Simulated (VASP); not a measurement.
**Hg: single point with LDA**

The system is Hg.

```
Hg
1.0
     2.41337    0.00000    0.00000
    -1.20669    2.09004    0.00000
     0.00000    0.00000    2.32852
Hg
1
Direct
  0.00000 0.00000 0.00000
```

```
Program             : VASP 6.6.1
Task                : single point
Functional          : LDA
Potentials or basis : VASP PAW LDA potentials, release 64 (Hg)
Cutoff              : 520 eV
k mesh              : 18 × 18 × 17
Occupations         : fermi-dirac, width 0.08 eV
Spin                : no spin polarisation
```

```yaml
Pressure: 322.0 GPa
Band_gap_on_the_k_mesh: zero (bands 6 and 7 overlap by 4.97 eV)
```

Stress tensor (GPa, compression positive):
```
322.02   0.00   0.00
  0.00 322.02   0.00
  0.00   0.00 321.93
```

Levels at points of the mesh, in eV from the Fermi level:
```tsv
k point	band 3	band 4	band 5	band 6	band 7	band 8	band 9	band 10
(0.00, 0.00, 0.00)	-13.06	-13.06	-8.07	-8.07	11.72	12.50	20.24	20.24
(0.50, 0.00, 0.00)	-11.33	-8.78	-7.46	-7.26	0.12	10.05	16.05	19.68
```

Run time: 12 s on 1 thread of Intel(R) Xeon(R) 6975P-C (Granite Rapids), with other jobs on the host, peak memory 0.15 GiB.

Caveat: the cell stands under pressure; spin-orbit coupling is left out, which moves the levels of the heavy elements.
